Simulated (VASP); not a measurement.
Set up this calculation in VASP 6.6.1, as the native input.

```
Task                   : relaxation of cell and atoms
Functional             : PBEsol
Potentials or basis    : VASP PAW PBE potentials, release 64 (Be, S)
Cutoff                 : 600 eV
k mesh                 : 8 × 8 × 8
Occupations            : gaussian, width 0.1 eV
Spin                   : no spin polarisation
Target pressure        : 0.6 GPa
Dipole correction      : no
Further INCAR settings : ALGO = Normal; EDIFF = 1e-07; IBRION = 2; EDIFFG = -0.05; NSW = 80; ISIF = 3
```

The structure of BeS lies in POSCAR:

```
BeS
1.0
    0.0000000000      2.4250000000      2.4250000000
    2.4250000000      0.0000000000      2.4250000000
    2.4250000000      2.4250000000      0.0000000000
Be S
1 1
Direct
    0.0000000000      0.0000000000      0.0000000000
    0.2500000000      0.2500000000      0.2500000000
```

The input as run:

INCAR

```
SYSTEM = BeS
ALGO     = Normal         ! electronic algorithm
EDIFF    = 1E-7           ! SCF threshold, eV
EDIFFG   = -0.05          ! ionic threshold
ENCUT    = 600            ! plane-wave cutoff, eV
GGA      = PS             ! functional
GGA_COMPAT= .False.      
IBRION   = 2              ! ionic algorithm
ISIF     = 3              ! what is computed and relaxed
ISMEAR   = 0              ! smearing method
LASPH    = .True.         ! aspherical terms in the spheres
LCHARG   = .False.        ! write CHGCAR
LREAL    = .False.        ! projectors in reciprocal space
LWAVE    = .False.        ! write WAVECAR
NELM     = 120            ! most SCF steps
NELMIN   = 4            
NSW      = 80             ! ionic steps
PREC     = Accurate       ! precision mode
PSTRESS  = 6.0          
SIGMA    = 0.1            ! smearing width, eV
```

KPOINTS

```
k-points
0
Gamma
  8 8 8
  0 0 0
```

Potentials or basis: VASP PAW PBE potentials, release 64 (Be, S).

Command:

```console
$ cat potpaw_PBE.64/Be/POTCAR potpaw_PBE.64/S/POTCAR > POTCAR
$ mpirun -np 1 vasp_std > vasp.out
```

Results of the run:

| Item | Value |
| --- | --- |
| Relaxed volume | 14.05 Å³/atom |
| Relaxed cell | a = 3.413 Å, b = 3.413 Å, c = 3.413 Å, α = 60.00°, β = 60.00°, γ = 60.00° |
| Space group after relaxing (to 0.1 Å) | F-43m (No. 216) |
| Energy change on relaxing (the run minimises the enthalpy) | +0.2 meV/atom |
| Ionic steps | 2 |
| Pressure after relaxing | 0.9 GPa |
| Band gap on the k mesh | 2.89 eV (least direct gap 5.60 eV) |

Caveat: the cell is relaxed towards a set pressure, so the run minimises the enthalpy, not the energy; the PAW data sets were made with another functional, which shifts forces and pressure a little.

Run time: 13 s on 1 thread of AMD EPYC 7R43 64-Core Processor (Zen 3), on a shared host, peak memory 0.12 GiB.
